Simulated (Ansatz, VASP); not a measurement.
# Os in VASP and in Ansatz

```
Os
1.0
     1.36643    0.78891    6.51527
    -1.36643    0.78891    6.51527
     0.00000   -1.57782    6.51527
Os
3
Cartesian
  0.0000 0.0000 0.0000
  0.0000 0.0000 4.3118
  0.0000 0.0000 15.2340
```

Alike in both runs: functional r2SCAN; k mesh 9 × 9 × 9; occupations gaussian, width 0.1 eV; no spin polarisation.

Ansatz relaxed the structure, and its values are those at the end. VASP's run is a single point on that final structure, the one shown.

```csv
,VASP,Ansatz
version,VASP 6.6.1,Ansatz 0.2.0
potentials or method,"VASP PAW PBE potentials, release 64 (Os), cutoff 520 eV","scalar-relativistic, plane waves, PAW"
valence electrons in the cell,24,48
```

|  | VASP | Ansatz | Ansatz less VASP |
| --- | --- | --- | --- |
| gap on the k mesh at the Fermi level (eV) | none | none | - |
| pressure (GPa) | 1.0 | 0.0 | -0.99 |
| rms of the force components (eV/Å) | 0.003 | 0.002 | -0.0017 |

VASP's potentials were made for PBE, not for r2SCAN. A gap of «none» marks a metal or a gap that the smearing closes. The functional is the same, so the differences come from potentials, cutoffs and numerics. VASP's potentials hold 24 valence electrons a cell and Ansatz's 48, so a difference there can come from the potentials and not from the codes.

Spin-orbit coupling is off throughout.
